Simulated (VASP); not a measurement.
Input of a VASP 6.6.1 run:

Contents of POSCAR:

```
Ti3InSn
1.0
    5.0140628887      0.0000000000      0.0000000000
    0.0000000000      5.0140628887      0.0000000000
    0.0000000000      0.0000000000      5.0140628887
In Sn Ti
1 1 3
Direct
    0.0000000000      0.0000000000      0.0000000000
    0.5000000000      0.5000000000      0.5000000000
    0.5000000000      0.5000000000      0.0000000000
    0.0000000000      0.5000000000      0.5000000000
    0.5000000000      0.0000000000      0.5000000000
```

File INCAR.step1:

```
SYSTEM = Ti3InSn
  ALGO = Normal
  EDIFF = 1E-4
  ENCUT = 520
  GGA = PE
  ISMEAR = -1
  LASPH = .TRUE.
  LCHARG = .FALSE.
  LREAL = .FALSE.
  LWAVE = .TRUE.
  NBANDS = 40
  NELM = 100
  PREC = Accurate
  SIGMA = 0.05
```

INCAR.step2

```
SYSTEM = Ti3InSn
  ALGO = Normal
  EDIFF = 1E-6
  ENCUT = 520
  ISIF = 2
  ISMEAR = -1
  ISTART = 1
  LASPH = .TRUE.
  LCHARG = .FALSE.
  LMIXTAU = .TRUE.
  LREAL = .FALSE.
  LWAVE = .FALSE.
  METAGGA = R2SCAN
  NBANDS = 40
  NELM = 100
  PREC = Accurate
  SIGMA = 0.05
```

File KPOINTS:

```
k-points
0
G
  4 4 4
  0 0 0
```

Potentials or basis: VASP PAW PBE potentials, release 64 (In_d, Sn_d, Ti_sv).

Command:

```sh
$ cat potpaw_PBE.64/In_d/POTCAR potpaw_PBE.64/Sn_d/POTCAR potpaw_PBE.64/Ti_sv/POTCAR > POTCAR
$ cp INCAR.step1 INCAR
$ mpirun -np 1 vasp_std > vasp.out
$ cp INCAR.step2 INCAR
$ mpirun -np 1 vasp_std > vasp.out
```

Problem. Estimate the pressure.

Solution. -1.1 GPa.

Caveat: the PAW data sets were made with another functional, which shifts forces and pressure a little.
